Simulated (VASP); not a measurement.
Set up this calculation in VASP 6.6.1, as the native input.

* Task: single point
* Functional: PBEsol
* Potentials or basis: VASP PAW PBE potentials, release 64 (Mg, O)
* Cutoff: 520 eV
* k mesh: 9 × 9 × 6
* Occupations: gaussian, width 0.05 eV
* Spin: no spin polarisation
* Dipole correction: no
* Further INCAR settings: ALGO = Normal; EDIFF = 1e-07; NBANDS = 16

The structure of MgO lies in POSCAR:

```
MgO
1.0
    3.1518372232      0.0000000000      0.0000000000
   -1.5759186116      2.7295711039      0.0000000000
    0.0000000000      0.0000000000      4.5383304177
Mg O
2 2
Direct
    0.6666666667      0.3333333333      0.7500000000
    0.3333333333      0.6666666667      0.2500000000
    0.6666666667      0.3333333333      0.2500000000
    0.3333333333      0.6666666667      0.7500000000
```

This cell differs from its parent crystal: volume 9.761 Å^3 an atom, c/a of the conventional cell 1.4399.

The input as run:

INCAR

```
SYSTEM = MgO
PREC = Accurate
ENCUT = 520
EDIFF = 1E-7
ISMEAR = 0
SIGMA = 0.05
LREAL = .FALSE.
LASPH = .TRUE.
NELM = 100
ALGO = Normal
ISIF = 2
LWAVE = .FALSE.
LCHARG = .FALSE.
GGA = PS
NBANDS = 16
```

KPOINTS

```
Automatic mesh
0
G
  9 9 6
  0 0 0
```

Potentials or basis: VASP PAW PBE potentials, release 64 (Mg, O).

Run with:

```console
$ cat potpaw_PBE.64/Mg/POTCAR potpaw_PBE.64/O/POTCAR > POTCAR
$ mpirun -np 1 vasp_std > vasp.out
```

Results of the run:

| Quantity | Value |
| --- | --- |
| Pressure | 31.8 GPa |
| Band gap on the k mesh | 3.87 eV, direct |

Caveat: the PAW data sets were made with another functional, which shifts forces and pressure a little.

It took 12 s on 1 thread of Intel(R) Xeon(R) Platinum 8488C (Sapphire Rapids) (shared host), peak memory 0.17 GiB.
